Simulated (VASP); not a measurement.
Here is a VASP 6.6.1 calculation.

INCAR

```
PREC = Accurate ; ENCUT = 520
EDIFF = 1E-6 ; ISMEAR = 0
SIGMA = 0.1 ; LREAL = F
LASPH = T ; NELM = 80
ALGO = Normal ; ISIF = 2
LWAVE = F ; LCHARG = T
GGA = PE ; LELF = T
LVHAR = T ; NBANDS = 58
```

KPOINTS

```
Automatic mesh
0
Gamma
  8 10 6
```

The input POSCAR:

```
NiGe
1.0
    5.3945471602      0.0000000000      0.0000000000
    0.0000000000      3.4829391318      0.0000000000
    0.0000000000      0.0000000000      5.8451909151
Ni Ge
4 4
Direct
    0.9942865846      0.7500000000      0.1902347335
    0.0057134154      0.2500000000      0.8097652665
    0.5057134154      0.2500000000      0.6902347335
    0.4942865846      0.7500000000      0.3097652665
    0.8103574075      0.7500000000      0.5874622866
    0.1896425925      0.2500000000      0.4125377134
    0.6896425925      0.2500000000      0.0874622866
    0.3103574075      0.7500000000      0.9125377134
```

Potentials or basis: VASP PAW PBE potentials, release 64 (Ni, Ge_d).

Run with:

```sh
$ cat potpaw_PBE.64/Ni/POTCAR potpaw_PBE.64/Ge_d/POTCAR > POTCAR
$ mpirun -np 1 vasp_std > vasp.out
```

(1) Estimate the largest force.

(2) Predict the band gap on the k mesh.

(3) Predict the pressure.

## Answers

(1) 0.010 eV/Å.

(2) zero (bands 48 and 49 overlap by 1.51 eV).

(3) 0.2 GPa.
